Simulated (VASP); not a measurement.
# KCaCl3 (P4/mmm) in VASP: notebook, part 2 of 2

VASP 6.6.1. Earlier steps stand in the parts before.

### 6 Single point, LDA

This run uses another cell than the first one, of the same volume but with other edges.

INCAR reads:

```
SYSTEM = KCaCl3
PREC = Accurate ; ENCUT = 520
EDIFF = 1E-7 ; ISMEAR = 0
SIGMA = 0.05 ; LREAL = .False.
LASPH = .True. ; NELM = 80
ALGO = Normal ; ISIF = 2
LWAVE = .False. ; LCHARG = .False.
GGA = CA ; NBANDS = 28
```

KPOINTS reads:

```
regular mesh
0
Gamma
  6 6 6
  0 0 0
```

POSCAR reads:

```
KCaCl3
1.0
    5.8592361327      0.0000000000      0.0000000000
    0.0000000000      5.8592361327      0.0000000000
    0.0000000000      0.0000000000      4.5702041835
K Ca Cl
1 1 3
Direct
    0.0000000000      0.0000000000      0.0000000000
    0.5000000000      0.5000000000      0.5000000000
    0.0000000000      0.5000000000      0.5000000000
    0.5000000000      0.0000000000      0.5000000000
    0.5000000000      0.5000000000      0.0000000000
```

Potentials or basis: VASP PAW LDA potentials, release 64 (K_sv, Ca_sv, Cl).

The run is started by

```bash
$ cat potpaw_LDA.64/K_sv/POTCAR potpaw_LDA.64/Ca_sv/POTCAR potpaw_LDA.64/Cl/POTCAR > POTCAR
$ mpirun -np 1 vasp_std > vasp.out
```

OUTCAR:

```text
SYSTEM = KCaCl3
   PREC = Accurate
   ENCUT = 520
   EDIFF = 1E-7
   ISMEAR = 0
   LREAL = .False.
   LASPH = .True.
   NELM = 80
   ISIF = 2
   GGA = CA

 ion  position               nearest neighbor table
   1  0.000  0.000  0.000-
   2  0.500  0.500  0.500-   5 2.29   5 2.29
   3  0.000  0.500  0.500-
   4  0.500  0.000  0.500-
   5  0.500  0.500  0.000-   2 2.29   2 2.29

  LATTYP: Found a simple tetragonal cell.
 ALAT       =     5.8592361327
 C/A-ratio  =     0.7800000000

  Lattice vectors:

 A1 = (   5.8592361327,   0.0000000000,   0.0000000000)
 A2 = (   0.0000000000,   5.8592361327,   0.0000000000)
 A3 = (   0.0000000000,   0.0000000000,   4.5702041835)

Analysis of symmetry for initial positions (statically):
=====================================================================
 Subroutine PRICEL returns:
 Original cell was already a primitive cell.

 Routine SETGRP: Setting up the symmetry group for a
 simple tetragonal supercell.

 Subroutine GETGRP returns: Found 16 space group operations
 (whereof 16 operations were pure point group operations)
 out of a pool of 16 trial point group operations.

The static configuration has the point symmetry D_4h.

Analysis of symmetry for dynamics (positions and initial velocities):
=====================================================================
 Subroutine PRICEL returns:
 Original cell was already a primitive cell.

 Routine SETGRP: Setting up the symmetry group for a
 simple tetragonal supercell.

 Subroutine GETGRP returns: Found 16 space group operations
 (whereof 16 operations were pure point group operations)
 out of a pool of 16 trial point group operations.
[... 115 lines left out ...]
   POTIM  = 0.5000    time-step for ionic-motion
   TEBEG  =    0.0;   TEEND  =   0.0 temperature during run
   PSTRESS=    0.0 pullay stress
   NELECT =      40.0000    total number of electrons
   NUPDOWN=      -1.0000    fix difference up-down
   EMIN   =  10.00;   EMAX   =-10.00  energy-range for DOS
   EFERMI =   0.00;   METHOD = LEGACY
   ISMEAR =     0;   SIGMA  =   0.05  broadening in eV -4-tet -1-fermi 0-gaus
   EFERMI_NEDOS =   21; number of points for ismear=-14 and -15
   IALGO  =     38    algorithm
   IMIX   =      4    mixing-type and parameters
     AMIX     =   0.40;   BMIX     =  1.00
     AMIX_MAG =   1.60;   BMIX_MAG =  1.00
  volume/ion in A,a.u.               =      31.38       211.76
  Fermi-wavevector in a.u.,A,eV,Ry     =   1.038060  1.961648 14.661199  1.077568
  Thomas-Fermi vector in A             =   2.172526
   LORBIT       =      0    0 simple, 1 ext, 2 COOP (PROOUT), +10 PAW based schemes
   GGA     = CA    functional components
   LHFCALC =     F    Hartree Fock is set to
   AEXX    =    0.0000 exact exchange contribution
   IVDW    =     0    specifies the selected vdW correction
   LEPSILON=     F    determine dielectric tensor
   LRPA    =     F    only Hartree local field effects (RPA)
 non-spin polarized calculation
 Gauss-broadening in eV      SIGMA  =   0.05
  energy-cutoff  :      520.00
  volume of cell :      156.90
 maximum number of plane-waves:      4256
 NGX is ok and might be reduce to    48

 number of electron      40.0000003 magnetization

 Free energy of the ion-electron system (eV)
  ---------------------------------------------------
  ext. energy  EPLUGINS =         0.00000000
  ---------------------------------------------------
  free energy    TOTEN  =       -19.87099961 eV

  energy without entropy =      -19.87099961  energy(sigma->0) =      -19.87099961

 E-fermi :  -1.1435     XC(G=0):  -8.0547

 val. band max:       -1.3842499040   @ k =   0.0000   0.0000   0.0000
 cond. band min:       2.7559327739   @ k =   0.0000   0.0000   0.0000
 fundamental gap:      4.1401826779
 Fermi energy:        -1.1435085321

 k-point     1 :       0.0000    0.0000    0.0000
  band No.  band energies     occupation
      1     -38.7790      2.00000
      2     -29.3569      2.00000
      3     -20.5168      2.00000
      4     -20.1043      2.00000
      5     -20.1043      2.00000
      6     -14.7576      2.00000
[... 733 lines left out ...]
     27       6.5852      0.00000
     28       6.9537      0.00000

 [... further k-points ...]
[... 5 lines left out ...]
  --------------------------------------------------------------------------------------
  -------------------------------------------------------------------------------------
  Total       -4.9183748     -4.9183748     13.1786265      0.0000000     -0.0000000      0.0000000
  in kB      -50.2243813    -50.2243813    134.5746086      0.0000000     -0.0000000      0.0000000
  external PRESSURE =      11.3752820 kB  Pullay stress =       0.0000000 kB

 VOLUME and BASIS-vectors are now :
 -----------------------------------------------------------------------------
  energy-cutoff  :      520.00
  volume of cell :      156.90
      direct lattice vectors                 reciprocal lattice vectors
     5.859236133  0.000000000  0.000000000     0.170670712  0.000000000  0.000000000
     0.000000000  5.859236133  0.000000000     0.000000000  0.170670712  0.000000000
     0.000000000  0.000000000  4.570204183     0.000000000  0.000000000  0.218808605

 POSITION                                       TOTAL-FORCE (eV/Angst)
 -----------------------------------------------------------------------------------
      0.00000      0.00000      0.00000         0.000000      0.000000      0.000000
      2.92962      2.92962      2.28510         0.000000      0.000000      0.000000
      0.00000      2.92962      2.28510         0.000000      0.000000      0.000000
      2.92962      0.00000      2.28510         0.000000      0.000000      0.000000
      2.92962      2.92962      0.00000         0.000000      0.000000      0.000000
 -----------------------------------------------------------------------------------
    total drift:                                0.000000     -0.000000     -0.000000

  FREE ENERGIE OF THE ION-ELECTRON SYSTEM (eV)
  ---------------------------------------------------
  free  energy   TOTEN  =       -19.8709996123 eV

  energy  without entropy=      -19.8709996123  energy(sigma->0) =      -19.87099961
```

stdout:

```text
POSCAR found type information on POSCAR K CaCl
 POSCAR found :  3 types and       5 ions
 scaLAPACK will be used
 LDA part: xc-table for (Slater(with rela. corr.)+CA(PZ))
 , standard interpolation
 POSCAR, INCAR and KPOINTS ok, starting setup
 FFT: planning ... GRIDC
 FFT: planning ... GRID_SOFT
 FFT: planning ... GRID
 WAVECAR not read
 entering main loop
```

It took 1.7 min on 1 thread of Intel Xeon 6975P-C (Granite Rapids), shared host; peak memory 0.33 GiB.

What came out:

```yaml
Free_energy: -19.8710 eV
Pressure: 1.1 GPa
Band_gap_on_the_k_mesh: 4.14 eV
```

Stress tensor (GPa, compression positive):
```
-5.02  0.00  0.00
 0.00 -5.02  0.00
 0.00  0.00 13.46
```

Levels at points of the mesh, in eV from the valence-band top:
```csv
k point,band 17,band 18,band 19,band 20,band 21,band 22,band 23,band 24
"(0.00, 0.00, 0.00)",-0.22,-0.22,-0.14,0.00,4.14,5.37,5.38,5.38
"(0.50, 0.00, 0.00)",-0.65,-0.32,-0.30,-0.07,5.43,5.76,5.82,5.94
"(0.50, 0.50, 0.00)",-0.78,-0.34,-0.34,-0.13,5.96,5.96,6.51,7.23
"(0.00, 0.00, 0.50)",-0.89,-0.59,-0.34,-0.34,5.77,5.90,6.84,6.98
"(0.50, 0.00, 0.50)",-0.67,-0.66,-0.61,-0.11,6.50,6.53,7.06,7.51
"(0.50, 0.50, 0.50)",-0.90,-0.08,-0.08,-0.08,6.04,6.94,6.97,6.97
```

### 7 Single point, LDA

This run uses another cell than the first one, of the same volume but with other edges.

INCAR reads:

```
PREC     = Accurate       # precision mode
ENCUT    = 520            # plane-wave cutoff, eV
EDIFF    = 1E-7           # SCF threshold, eV
ISMEAR   = 0              # smearing method
SIGMA    = 0.05           # smearing width, eV
LREAL    = F              # projectors in reciprocal space
LASPH    = T              # aspherical terms in the spheres
NELM     = 100            # most SCF steps
ALGO     = Normal         # electronic algorithm
ISIF     = 2              # what is computed and relaxed
LWAVE    = F              # write WAVECAR
LCHARG   = F              # write CHGCAR
GGA      = CA             # functional
NBANDS   = 28             # bands
```

KPOINTS reads:

```
Automatic mesh
0
Gamma
  6 6 6
```

POSCAR: that of step 6 with these lines changed.

```diff
@@ -2,5 +2,5 @@
 1.0
-    5.8592361327      0.0000000000      0.0000000000
-    0.0000000000      5.8592361327      0.0000000000
-    0.0000000000      0.0000000000      4.5702041835
+    4.9418711481      0.0000000000      0.0000000000
+    0.0000000000      4.9418711481      0.0000000000
+    0.0000000000      0.0000000000      6.4244324925
 K Ca Cl
```

Potentials or basis: VASP PAW LDA potentials, release 64 (K_sv, Ca_sv, Cl).

The run is started by

```bash
$ cat potpaw_LDA.64/K_sv/POTCAR potpaw_LDA.64/Ca_sv/POTCAR potpaw_LDA.64/Cl/POTCAR > POTCAR
$ mpirun -np 1 vasp_std > vasp.out
```

OUTCAR:

```text
PREC = Accurate
   ENCUT = 520
   EDIFF = 1E-7
   ISMEAR = 0
   LREAL = F
   LASPH = T
   NELM = 100
   ISIF = 2
   GGA = CA

 ion  position               nearest neighbor table
   1  0.000  0.000  0.000-
   2  0.500  0.500  0.500-   3 2.47   4 2.47   4 2.47   3 2.47
   3  0.000  0.500  0.500-   2 2.47   2 2.47
   4  0.500  0.000  0.500-   2 2.47   2 2.47
   5  0.500  0.500  0.000-

  LATTYP: Found a simple tetragonal cell.
 ALAT       =     4.9418711481
 C/A-ratio  =     1.3000000000

  Lattice vectors:

 A1 = (   4.9418711481,   0.0000000000,   0.0000000000)
 A2 = (   0.0000000000,   4.9418711481,   0.0000000000)
 A3 = (   0.0000000000,   0.0000000000,   6.4244324925)

Analysis of symmetry for initial positions (statically):
=====================================================================
 Subroutine PRICEL returns:
 Original cell was already a primitive cell.

 Routine SETGRP: Setting up the symmetry group for a
 simple tetragonal supercell.

 Subroutine GETGRP returns: Found 16 space group operations
 (whereof 16 operations were pure point group operations)
 out of a pool of 16 trial point group operations.

The static configuration has the point symmetry D_4h.

Analysis of symmetry for dynamics (positions and initial velocities):
=====================================================================
 Subroutine PRICEL returns:
 Original cell was already a primitive cell.

 Routine SETGRP: Setting up the symmetry group for a
 simple tetragonal supercell.

 Subroutine GETGRP returns: Found 16 space group operations
 (whereof 16 operations were pure point group operations)
 out of a pool of 16 trial point group operations.

The dynamic configuration has the point symmetry D_4h.
[... 115 lines left out ...]
   PSTRESS=    0.0 pullay stress
   NELECT =      40.0000    total number of electrons
   NUPDOWN=      -1.0000    fix difference up-down
   EMIN   =  10.00;   EMAX   =-10.00  energy-range for DOS
   EFERMI =   0.00;   METHOD = LEGACY
   ISMEAR =     0;   SIGMA  =   0.05  broadening in eV -4-tet -1-fermi 0-gaus
   EFERMI_NEDOS =   21; number of points for ismear=-14 and -15
   IALGO  =     38    algorithm
   IMIX   =      4    mixing-type and parameters
     AMIX     =   0.40;   BMIX     =  1.00
     AMIX_MAG =   1.60;   BMIX_MAG =  1.00
  volume/ion in A,a.u.               =      31.38       211.76
  Fermi-wavevector in a.u.,A,eV,Ry     =   1.038060  1.961648 14.661199  1.077568
  Thomas-Fermi vector in A             =   2.172526
   LORBIT       =      0    0 simple, 1 ext, 2 COOP (PROOUT), +10 PAW based schemes
   GGA     = CA    functional components
   LHFCALC =     F    Hartree Fock is set to
   AEXX    =    0.0000 exact exchange contribution
   IVDW    =     0    specifies the selected vdW correction
   LEPSILON=     F    determine dielectric tensor
   LRPA    =     F    only Hartree local field effects (RPA)
 non-spin polarized calculation
 Gauss-broadening in eV      SIGMA  =   0.05
  energy-cutoff  :      520.00
  volume of cell :      156.90
 maximum number of plane-waves:      4248
 NGX is ok and might be reduce to    40

 number of electron      39.9999984 magnetization

 Free energy of the ion-electron system (eV)
  ---------------------------------------------------
  ext. energy  EPLUGINS =         0.00000000
  ---------------------------------------------------
  free energy    TOTEN  =       -20.36243821 eV

  energy without entropy =      -20.36243821  energy(sigma->0) =      -20.36243821

 E-fermi :  -0.8210     XC(G=0):  -8.0358

 val. band max:       -1.0623208570   @ k =   0.5000   0.5000   0.5000
 cond. band min:       2.7777953473   @ k =   0.0000   0.0000   0.0000
 fundamental gap:      3.8401162043
 Fermi energy:        -0.8210190275

 k-point     1 :       0.0000    0.0000    0.0000
  band No.  band energies     occupation
      1     -38.7193      2.00000
      2     -29.2775      2.00000
      3     -20.1985      2.00000
      4     -20.1985      2.00000
      5     -20.0904      2.00000
      6     -14.4327      2.00000
[... 733 lines left out ...]
     27       6.5394      0.00000
     28       6.8192      0.00000

 [... further k-points ...]
[... 5 lines left out ...]
  --------------------------------------------------------------------------------------
  -------------------------------------------------------------------------------------
  Total        3.2719277      3.2719277     -4.7645671      0.0000000     -0.0000000      0.0000000
  in kB       33.4115538     33.4115538    -48.6537620      0.0000000     -0.0000000      0.0000000
  external PRESSURE =       6.0564485 kB  Pullay stress =       0.0000000 kB

 VOLUME and BASIS-vectors are now :
 -----------------------------------------------------------------------------
  energy-cutoff  :      520.00
  volume of cell :      156.90
      direct lattice vectors                 reciprocal lattice vectors
     4.941871148  0.000000000  0.000000000     0.202352504  0.000000000  0.000000000
     0.000000000  4.941871148  0.000000000     0.000000000  0.202352504  0.000000000
     0.000000000  0.000000000  6.424432493     0.000000000  0.000000000  0.155655772

 POSITION                                       TOTAL-FORCE (eV/Angst)
 -----------------------------------------------------------------------------------
      0.00000      0.00000      0.00000         0.000000      0.000000      0.000000
      2.47094      2.47094      3.21222         0.000000      0.000000      0.000000
      0.00000      2.47094      3.21222         0.000000      0.000000      0.000000
      2.47094      0.00000      3.21222         0.000000      0.000000      0.000000
      2.47094      2.47094      0.00000         0.000000      0.000000      0.000000
 -----------------------------------------------------------------------------------
    total drift:                                0.000000      0.000000     -0.000000

  FREE ENERGIE OF THE ION-ELECTRON SYSTEM (eV)
  ---------------------------------------------------
  free  energy   TOTEN  =       -20.3624382133 eV

  energy  without entropy=      -20.3624382133  energy(sigma->0) =      -20.36243821
```

stdout:

```text
POSCAR found type information on POSCAR K CaCl
 POSCAR found :  3 types and       5 ions
 scaLAPACK will be used
 LDA part: xc-table for (Slater(with rela. corr.)+CA(PZ))
 , standard interpolation
 POSCAR, INCAR and KPOINTS ok, starting setup
 FFT: planning ... GRIDC
 FFT: planning ... GRID_SOFT
 FFT: planning ... GRID
 WAVECAR not read
 entering main loop
```

Run time: 88 s. Hardware: 1 thread of Intel Xeon 6975P-C (Granite Rapids), shared host; peak memory 0.32 GiB.

What came out:

```
Free energy            : -20.3624 eV
Pressure               : 0.6 GPa
Band gap on the k mesh : 3.84 eV (least direct gap 4.31 eV)
```

### 8 Summary

| cell | gap on the mesh (eV) | pressure (GPa) |
| --- | --- | --- |
| a = 6.054, b = 6.054, c = 4.280 Å, 5 atoms | 3.59 | 5.2 |
| a = 4.805, b = 4.805, c = 6.795 Å, 5 atoms | 3.59 | 2.9 |
| a = 5.694, b = 5.694, c = 4.840 Å, 5 atoms | 4.27 | -1.1 |
| a = 5.075, b = 5.075, c = 6.091 Å, 5 atoms | 4.05 | -1.0 |
| a = 5.859, b = 5.859, c = 4.570 Å, 5 atoms | 4.14 | 1.1 |
| a = 4.942, b = 4.942, c = 6.424 Å, 5 atoms | 3.84 | 0.6 |

Alike in all rows: task single point; level LDA; potentials or basis VASP PAW LDA potentials, release 64 (K_sv, Ca_sv, Cl); no spin polarisation; k mesh 6 × 6 × 6; cutoff (eV) 520; smearing gaussian 0.05 eV.

Caveats: the cell stands under pressure (at least some runs).

Total energies depend on the potentials used, so only differences within one code and one set of settings carry meaning.
